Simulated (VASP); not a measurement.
# ZnSnN2 (P-4m2) in VASP: notebook, part 3 of 3

VASP 6.6.1. The steps go on from the part before.

## 6. Single point, r2SCAN

POSCAR reads:

```
ZnSnN2
1.0
    3.3820201404      0.0000000000      0.0000000000
    0.0000000000      3.3820201404      0.0000000000
    0.0000000000      0.0000000000      4.6996405255
Zn N Sn
1 2 1
Direct
    0.0000000000      0.0000000000      0.0000000000
    0.0000000000      0.5000000000      0.2448435878
    0.5000000000      0.0000000000      0.7551564122
    0.5000000000      0.5000000000      0.5000000000
```

INCAR.step1 reads:

```
PREC = Accurate ; ENCUT = 520
ISMEAR = -1 ; SIGMA = 0.02
LREAL = F ; LASPH = T
NELM = 80 ; NBANDS = 26
GGA = PE ; ALGO = Normal
EDIFF = 1E-4 ; LWAVE = T
LCHARG = F
```

INCAR.step2 reads:

```
PREC = Accurate ; ENCUT = 520
EDIFF = 1E-6 ; ISMEAR = -1
SIGMA = 0.02 ; LREAL = F
LASPH = T ; NELM = 80
ALGO = Normal ; ISIF = 2
LWAVE = F ; LCHARG = T
METAGGA = R2SCAN ; LMIXTAU = T
LELF = T ; LVHAR = T
NBANDS = 26 ; ISTART = 1
```

KPOINTS reads:

```
regular mesh
0
Gamma
  8 8 6
```

Potentials or basis: VASP PAW PBE potentials, release 64 (Zn, N, Sn_d).

Launch:

```console
$ cat potpaw_PBE.64/Zn/POTCAR potpaw_PBE.64/N/POTCAR potpaw_PBE.64/Sn_d/POTCAR > POTCAR
$ cp INCAR.step1 INCAR
$ mpirun -np 1 vasp_std > vasp.out
$ cp INCAR.step2 INCAR
$ mpirun -np 1 vasp_std > vasp.out
```

OUTCAR:

```text
PREC = Accurate
   ENCUT = 520
   EDIFF = 1E-6
   ISMEAR = -1
   LREAL = F
   LASPH = T
   NELM = 80
   ISIF = 2
   METAGGA = R2SCAN
   ISTART = 1

 ion  position               nearest neighbor table
   1  0.000  0.000  0.000-   2 2.05   3 2.05   2 2.05   3 2.05   4 3.35   4 3.35   4 3.35   4 3.35
                             4 3.35   4 3.35   4 3.35   4 3.35
   2  0.000  0.500  0.245-   1 2.05   1 2.05   4 2.07   4 2.07
   3  0.500  0.000  0.755-   1 2.05   1 2.05   4 2.07   4 2.07
   4  0.500  0.500  0.500-   2 2.07   3 2.07   3 2.07   2 2.07   1 3.35   1 3.35   1 3.35   1 3.35
                             1 3.35   1 3.35   1 3.35   1 3.35

  LATTYP: Found a simple tetragonal cell.
 ALAT       =     3.3820201404
 C/A-ratio  =     1.3895956648

  Lattice vectors:

 A1 = (   3.3820201404,   0.0000000000,   0.0000000000)
 A2 = (   0.0000000000,   3.3820201404,   0.0000000000)
 A3 = (   0.0000000000,   0.0000000000,   4.6996405255)

Analysis of symmetry for initial positions (statically):
=====================================================================
 Subroutine PRICEL returns:
 Original cell was already a primitive cell.

 Routine SETGRP: Setting up the symmetry group for a
 simple tetragonal supercell.

 Subroutine GETGRP returns: Found  8 space group operations
 (whereof  8 operations were pure point group operations)
 out of a pool of 16 trial point group operations.

The static configuration has the point symmetry D_2d.

Analysis of symmetry for dynamics (positions and initial velocities):
=====================================================================
 Subroutine PRICEL returns:
 Original cell was already a primitive cell.

 Routine SETGRP: Setting up the symmetry group for a
 simple tetragonal supercell.

 Subroutine GETGRP returns: Found  8 space group operations
 (whereof  8 operations were pure point group operations)
 out of a pool of 16 trial point group operations.

The dynamic configuration has the point symmetry D_2d.

 Subroutine INISYM returns: Found  8 space group operations
 (whereof  8 operations are pure point group operations),
 and found     1 'primitive' translations

----------------------------------------------------------------------------------------

                                     Primitive cell

  volume of cell :      53.7548

  direct lattice vectors                    reciprocal lattice vectors
     3.382020140  0.000000000  0.000000000     0.295681267  0.000000000  0.000000000
     0.000000000  3.382020140  0.000000000     0.000000000  0.295681267  0.000000000
     0.000000000  0.000000000  4.699640526     0.000000000  0.000000000  0.212782232

  length of vectors
     3.382020140  3.382020140  4.699640526     0.295681267  0.295681267  0.212782232

  position of ions in fractional coordinates (direct lattice)
     0.000000000  0.000000000  0.000000000
     0.000000000  0.500000000  0.244843588
     0.500000000  0.000000000  0.755156412
     0.500000000  0.500000000  0.500000000

  ion indices of the primitive-cell ions
   primitive index   ion index
                 1           1
                 2           2
                 3           3
                 4           4

----------------------------------------------------------------------------------------

 KPOINTS: regular mesh

Automatic generation of k-mesh.
 Grid dimensions read from file:
 generate k-points for:    8    8    6

 Generating k-lattice:

  Cartesian coordinates                     Fractional coordinates (reciprocal lattice)
     0.036960158  0.000000000  0.000000000     0.125000000  0.000000000  0.000000000
     0.000000000  0.036960158  0.000000000     0.000000000  0.125000000  0.000000000
     0.000000000  0.000000000  0.035463705     0.000000000  0.000000000  0.166666667

  Length of vectors
     0.036960158  0.036960158  0.035463705

  Shift w.r.t. Gamma in fractional coordinates (k-lattice)
     0.000000000  0.000000000  0.000000000

 Subroutine IBZKPT returns following result:
 ===========================================

 Found     60 irreducible k-points:

 Following reciprocal coordinates:
            Coordinates               Weight
  0.000000  0.000000  0.000000      1.000000
  0.125000  0.000000  0.000000      4.000000
  0.250000  0.000000  0.000000      4.000000
  0.375000  0.000000  0.000000      4.000000
  0.500000  0.000000  0.000000      2.000000
  0.125000  0.125000  0.000000      4.000000
[... 16 lines left out ...]
  0.375000  0.125000  0.166667     16.000000
  0.500000  0.125000  0.166667      8.000000
 [... further k-points ...]
   k-points           NKPTS =     60   k-points in BZ     NKDIM =     60   number of bands    NBANDS=     26
   number of dos      NEDOS =    301   number of ions     NIONS =      4
   total plane-waves  NPLWV =  28224
   dimension x,y,z NGX =    28 NGY =   28 NGZ =   36
   dimension x,y,z NGXF=    56 NGYF=   56 NGZF=   72
   ions per type =               1   2   1
   NGX,Y,Z   is equivalent  to a cutoff of  13.76, 13.76, 12.73 a.u.
   NGXF,Y,Z  is equivalent  to a cutoff of  27.53, 27.53, 25.47 a.u.
 SYSTEM =  unknown system
   PREC   = accura    normal or accurate (medium, high low for compatibility)
   ISTART =      1    job   : 0-new  1-cont  2-samecut
   ICHARG =      0    charge: 1-file 2-atom 10-const
   ISPIN  =      1    spin polarized calculation?
   LNONCOLLINEAR =      F non collinear calculations
   LSORBIT =      F    spin-orbit coupling
   LASPH  =      T    aspherical Exc in radial PAW
   ENCUT  =  520.0 eV  38.22 Ry    6.18 a.u.   6.29  6.29  8.74*2*pi/ulx,y,z
   NELM   =     80;   NELMIN=  2; NELMDL=  0     # of ELM steps
   EDIFF  = 0.1E-05   stopping-criterion for ELM
   LREAL  =      F    real-space projection
   EDIFFG = 0.1E-04   stopping-criterion for IOM
   NSW    =      0    number of steps for IOM
   IBRION =     -1    ionic relax: 0-MD 1-quasi-New 2-CG
   NFREE  =      0    steps in history (QN), initial steepest desc. (CG)
   ISIF   =      2    stress and relaxation
   ISYM   =      2    0-nonsym 1-usesym 2-fastsym
   POTIM  = 0.5000    time-step for ionic-motion
   TEBEG  =    0.0;   TEEND  =   0.0 temperature during run
   PSTRESS=    0.0 pullay stress
   NELECT =      36.0000    total number of electrons
   NUPDOWN=      -1.0000    fix difference up-down
   EMIN   =  10.00;   EMAX   =-10.00  energy-range for DOS
   EFERMI =   0.00;   METHOD = LEGACY
   ISMEAR =    -1;   SIGMA  =   0.02  broadening in eV -4-tet -1-fermi 0-gaus
   EFERMI_NEDOS =   21; number of points for ismear=-14 and -15
   IALGO  =     38    algorithm
   IMIX   =      4    mixing-type and parameters
     AMIX     =   0.40;   BMIX     =  1.00
     AMIX_MAG =   1.60;   BMIX_MAG =  1.00
  volume/ion in A,a.u.               =      13.44        90.69
  Fermi-wavevector in a.u.,A,eV,Ry     =   1.432309  2.706671 27.912467  2.051508
  Thomas-Fermi vector in A             =   2.551950
   LORBIT       =      0    0 simple, 1 ext, 2 COOP (PROOUT), +10 PAW based schemes
   METAGGA = R2SCAN    functional components
   LHFCALC =     F    Hartree Fock is set to
   AEXX    =    0.0000 exact exchange contribution
   IVDW    =     0    specifies the selected vdW correction
   LEPSILON=     F    determine dielectric tensor
   LRPA    =     F    only Hartree local field effects (RPA)
 non-spin polarized calculation
  energy-cutoff  :      520.00
  volume of cell :       53.75
 maximum number of plane-waves:      1465
 NGX is ok and might be reduce to    28
   NGX = 13   NGY = 13   NGZ = 17

 number of electron      35.9999979 magnetization

 Free energy of the ion-electron system (eV)
  ---------------------------------------------------
  ext. energy  EPLUGINS =         0.00000000
  ---------------------------------------------------
  free energy    TOTEN  =       -52.31543840 eV

  energy without entropy =      -52.31543772  energy(sigma->0) =      -52.31543806

 E-fermi :   5.4147     XC(G=0): -11.8935

 val. band max:        5.2307152717   @ k =   0.0000   0.0000   0.0000
 cond. band min:       5.5745676114   @ k =   0.0000   0.0000   0.0000
 fundamental gap:      0.3438523396
 Fermi energy:         5.4146798009

 k-point     1 :       0.0000    0.0000    0.0000
  band No.  band energies     occupation
      1     -16.5641      2.00000
      2     -16.2364      2.00000
      3     -16.2364      2.00000
      4     -16.1796      2.00000
      5     -16.0432      2.00000
      6     -11.2503      2.00000
[... 18 lines left out ...]
     25      16.0882      0.00000
     26      18.9796      0.00000
[... 644 lines left out ...]
      4     -16.1063      2.00000
      5     -16.0926      2.00000
      6      -9.5570      2.00000
[... 18 lines left out ...]
     25      15.9161      0.00000
     26      17.1052      0.00000

 [... further k-points ...]
[... 5 lines left out ...]
  --------------------------------------------------------------------------------------
  -------------------------------------------------------------------------------------
  Total        0.1679661      0.1679661      0.1652056      0.0000000      0.0000000     -0.0000000
  in kB        5.0062818      5.0062818      4.9240024      0.0000000      0.0000000     -0.0000000
  external PRESSURE =       4.9788554 kB  Pullay stress =       0.0000000 kB

 VOLUME and BASIS-vectors are now :
 -----------------------------------------------------------------------------
  energy-cutoff  :      520.00
  volume of cell :       53.75
      direct lattice vectors                 reciprocal lattice vectors
     3.382020140  0.000000000  0.000000000     0.295681267  0.000000000  0.000000000
     0.000000000  3.382020140  0.000000000     0.000000000  0.295681267  0.000000000
     0.000000000  0.000000000  4.699640526     0.000000000  0.000000000  0.212782232

 POSITION                                       TOTAL-FORCE (eV/Angst)
 -----------------------------------------------------------------------------------
      0.00000      0.00000      0.00000         0.000000     -0.000000      0.000000
      0.00000      1.69101      1.15068        -0.000000     -0.000000     -0.010905
      1.69101      0.00000      3.54896        -0.000000     -0.000000      0.010905
      1.69101      1.69101      2.34982        -0.000000      0.000000      0.000000
 -----------------------------------------------------------------------------------
    total drift:                                0.000000      0.000000      0.000000

  FREE ENERGIE OF THE ION-ELECTRON SYSTEM (eV)
  ---------------------------------------------------
  free  energy   TOTEN  =       -52.3154384009 eV

  energy  without entropy=      -52.3154377153  energy(sigma->0) =      -52.31543806
```

Run time: 5.1 min. Hardware: 1 thread of Intel Xeon Platinum 8375C at 2.90GHz (Ice Lake), shared host; peak memory 0.23 GiB.

What came out:

```
Free energy            : -52.3154 eV
Pressure               : 0.5 GPa
Largest force          : 0.011 eV/Å
Band gap on the k mesh : 0.34 eV, direct
```

Forces on the atoms (eV/Å):
```
Zn   0.000  0.000  0.000
N    0.000  0.000 -0.011
N    0.000  0.000  0.011
Sn   0.000  0.000  0.000
```

Levels at points of the mesh, in eV from the valence-band top:
```csv
k point,band 14,band 15,band 16,band 17,band 18,band 19,band 20,band 21,band 22,band 23
"(0.00, 0.00, 0.00)",-3.06,-3.06,0.00,0.00,0.00,0.34,3.02,6.66,9.71,9.71
"(0.50, 0.00, 0.00)",-4.30,-3.09,-2.74,-1.77,-0.59,4.30,6.04,6.58,7.77,9.17
"(0.50, 0.50, 0.00)",-4.31,-3.54,-2.65,-2.65,-1.99,3.18,3.18,5.60,7.78,10.64
"(0.00, 0.00, 0.50)",-2.89,-2.15,-2.15,-1.00,-1.00,3.18,3.68,7.39,7.80,10.22
"(0.50, 0.00, 0.50)",-5.08,-1.77,-1.21,-0.70,-0.52,2.96,4.73,7.47,7.85,9.05
"(0.50, 0.50, 0.50)",-3.98,-3.63,-3.63,-3.38,-2.94,5.69,5.69,6.42,9.33,9.94
```

Caveat: the PAW data sets were made with another functional, which shifts forces and pressure a little; spin-orbit coupling is left out, which moves the levels of the heavy elements.

## 7. Overview

| level | potentials or basis | cell | k mesh | gap on the mesh (eV) | pressure (GPa) | largest force (eV/Å) |
| --- | --- | --- | --- | --- | --- | --- |
| PBE | VASP PAW PBE potentials, release 64 (Zn, N, Sn_d) | a = 3.382, b = 3.382, c = 4.700 Å, 4 atoms | 8 × 8 × 6 | - | 5.2 | 0.14 |
| LDA | VASP PAW LDA potentials, release 64 (Zn, N, Sn_d) | a = 3.382, b = 3.382, c = 4.700 Å, 4 atoms | 8 × 8 × 6 | - | -4.5 | 0.15 |
| PBE | VASP PAW PBE potentials, release 64 (Zn, N, Sn_d) | a = 3.414, b = 3.414, c = 4.764 Å, 4 atoms | 8 × 8 × 6 | none | 0.3 | 0.02 |
| r2SCAN | VASP PAW PBE potentials, release 64 (Zn, N, Sn_d) | a = 3.382, b = 3.382, c = 4.700 Å, 4 atoms | 6 × 6 × 6 | 0.34 | 0.5 | 0.01 |
| r2SCAN | VASP PAW PBE potentials, release 64 (Zn, N, Sn_d) | a = 3.382, b = 3.382, c = 4.700 Å, 4 atoms | 8 × 8 × 6 | 0.34 | 0.5 | 0.01 |

Alike in all rows: task single point; no spin polarisation; cutoff (eV) 520; smearing fermi-dirac 0.02 eV.

Caveats: spin-orbit coupling is left out, which moves the levels of the heavy elements; the PAW data sets were made with another functional, which shifts forces and pressure a little (some runs).

Absolute energies hang on the potentials; compare differences alone.
